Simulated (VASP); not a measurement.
Input of a VASP 6.6.1 run:

File INCAR:

```
PREC = Accurate
ENCUT = 520
EDIFF = 1E-6
ISMEAR = 0
SIGMA = 0.1
LREAL = F
LASPH = T
NELM = 80
ALGO = Normal
ISIF = 2
LWAVE = F
LCHARG = T
GGA = PE
LELF = T
LVHAR = T
NBANDS = 18
```

The input KPOINTS:

```
Automatic mesh
0
Gamma
  4 4 4
```

POSCAR

```
Sb3Se
1.0
    0.0000000000      3.7227699746      3.7227699746
    3.7227699746      0.0000000000      3.7227699746
    3.7227699746      3.7227699746      0.0000000000
Sb Se
3 1
Direct
    0.5000000000      0.5000000000      0.5000000000
    0.7500000000      0.7500000000      0.7500000000
    0.2500000000      0.2500000000      0.2500000000
    0.0000000000      0.0000000000      0.0000000000
```

Potentials or basis: VASP PAW PBE potentials, release 64 (Sb, Se).

The run is started by

```bash
$ cat potpaw_PBE.64/Sb/POTCAR potpaw_PBE.64/Se/POTCAR > POTCAR
$ mpirun -np 1 vasp_std > vasp.out
```

(1) Estimate the pressure.

(2) What does it give for the band gap on the k mesh?

## Answers

(1) -0.5 GPa.

(2) zero (an odd number of electrons rules out a gap without spin polarisation).

Caveat: the k points lie up to 0.37 Å⁻¹ apart, too coarse for converged energies and pressures of a metal; spin-orbit coupling is left out, which moves the levels of the heavy elements; an odd number of electrons without spin polarisation forces a metal; a magnetic or distorted state may lie lower.
